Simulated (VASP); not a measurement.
Set up this calculation in VASP 6.6.1, as the native input.

```yaml
Task: relaxation of cell and atoms
Functional: PBE
Potentials_or_basis: VASP PAW PBE potentials, release 64 (C)
Cutoff: 600 eV
k_mesh: 8 × 8 × 4
Occupations: fermi-dirac, width 0.05 eV
Spin: no spin polarisation
Dipole_correction: no
Further_INCAR_settings: ALGO = Normal; EDIFF = 1e-06; IBRION = 2; EDIFFG = -0.01; NSW = 80; ISIF = 3
```

The structure of C lies in POSCAR:

```
C
1.0
    2.5199982604      0.0000000000      0.0000000000
   -1.2599991302      2.1823825110      0.0000000000
    0.0000000000      0.0000000000      4.1200000000
C
4
Direct
    0.3333333333      0.6666666667      0.0625000000
    0.6666666667      0.3333333333      0.5625000000
    0.3333333333      0.6666666667      0.4375000000
    0.6666666667      0.3333333333      0.9375000000
```

One way to write it, as run:

INCAR

```
  PREC = Accurate
  ENCUT = 600
  EDIFF = 1E-6
  ISMEAR = -1
  SIGMA = 0.05
  LREAL = False
  LASPH = True
  NELM = 100
  ALGO = Normal
  ISIF = 3
  LWAVE = False
  LCHARG = False
  GGA = PE
  IBRION = 2
  NSW = 80
  EDIFFG = -0.01
```

KPOINTS

```
regular mesh
0
Gamma
  8 8 4
```

Potentials or basis: VASP PAW PBE potentials, release 64 (C).

Command:

```console
$ cat potpaw_PBE.64/C/POTCAR > POTCAR
$ mpirun -np 1 vasp_std > vasp.out
```

It gave:

* Relaxed volume: 5.71 Å³/atom
* Relaxed cell: a = 2.512 Å, b = 2.512 Å, c = 4.180 Å, α = 90.00°, β = 90.00°, γ = 120.00°
* Space group after relaxing (to 0.05 Å): P6_3/mmc (No. 194)
* Energy gained by relaxing: 5.4 meV/atom
* Ionic steps: 6
* Pressure after relaxing: 0.0 GPa
* Band gap on the k mesh: 3.70 eV, indirect (least direct gap 4.96 eV)

Wall time 62 s on 1 thread of Intel Xeon 6975P-C (shared host), peak memory 0.1 GiB.
